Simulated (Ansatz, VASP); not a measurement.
## Two plane-wave programs on Cu3B

```
Cu B
1.0
     0.00000    2.75462    2.75462
     2.75462    0.00000    2.75462
     2.75462    2.75462    0.00000
Cu B
3 1
Direct
  0.25000 0.25000 0.25000
  0.00000 0.00000 0.00000
  0.75000 0.75000 0.75000
  0.50000 0.50000 0.50000
```

Alike in both runs: functional PBE; k mesh 6 × 6 × 6; occupations gaussian, width 0.2 eV; no spin polarisation.

Ansatz relaxed the structure, and its values are those at the end. VASP's run is a single point on that final structure, the one shown.

```csv
,VASP,Ansatz
version,VASP 6.6.1,Ansatz 0.2.0
potentials or method,"VASP PAW PBE potentials, release 64 (Cu, B), cutoff 600 eV","scalar-relativistic, plane waves, PAW"
valence electrons in the cell,36,60
```

Ansatz gave:

* gap on the k mesh at the Fermi level (eV): none
* pressure (GPa): -0.3

Task: Which values does VASP return?

Result: gap on the k mesh at the Fermi level (eV): none; pressure (GPa): 0.2.

A gap of «none» marks a metal or a gap that the smearing closes. VASP's potentials hold 36 valence electrons a cell and Ansatz's 60, so a difference there can come from the potentials and not from the codes.
